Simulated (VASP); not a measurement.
Write the native input for VASP 6.6.1 that does the following.

```yaml
Task: single point
Functional: PBE
Potentials_or_basis: VASP PAW PBE potentials, release 64 (Ca_sv, F, Ba_sv)
Cutoff: 520 eV
k_mesh: 8 × 8 × 8
Occupations: fermi-dirac, width 0.02 eV
Spin: no spin polarisation
Dipole_correction: no
Further_INCAR_settings: ALGO = Normal; EDIFF = 1e-06; NBANDS = 33
```

The structure of BaCaF4 lies in POSCAR:

```
BaCaF4
1.0
    2.0705449702      1.1954296943      6.6883420004
   -2.0705449702      1.1954296943      6.6883420004
    0.0000000000     -2.3908593936      6.6883419995
Ca F Ba
1 4 1
Direct
    0.0000000000      0.0000000000      0.0000000000
    0.1151003198      0.1151003198      0.1151003198
    0.3666477861      0.3666477861      0.3666477861
    0.6333522139      0.6333522139      0.6333522139
    0.8848996802      0.8848996802      0.8848996802
    0.5000000000      0.5000000000      0.5000000000
```

One way to write it, as run:

INCAR

```
PREC = Accurate
ENCUT = 520
EDIFF = 1E-6
ISMEAR = -1
SIGMA = 0.02
LREAL = False
LASPH = True
NELM = 60
ALGO = Normal
ISIF = 2
LWAVE = False
LCHARG = True
GGA = PE
LELF = True
LVHAR = True
NBANDS = 33
```

KPOINTS

```
regular mesh
0
Gamma
  8 8 8
```

Potentials or basis: VASP PAW PBE potentials, release 64 (Ca_sv, F, Ba_sv).

The run is started by

```bash
$ cat potpaw_PBE.64/Ca_sv/POTCAR potpaw_PBE.64/F/POTCAR potpaw_PBE.64/Ba_sv/POTCAR > POTCAR
$ mpirun -np 1 vasp_std > vasp.out
```

Results of the run:

| Property | Result |
| --- | --- |
| Pressure | 3.1 GPa |
| Largest force | 0.025 eV/Å |
| Band gap on the k mesh | 6.50 eV (least direct gap 6.71 eV) |

Caveat: the cell stands under pressure; spin-orbit coupling is left out, which moves the levels of the heavy elements.

Wall time 4 min on 1 thread of Intel(R) Xeon(R) 6975P-C (Granite Rapids), with other jobs on the host, peak memory 0.51 GiB.
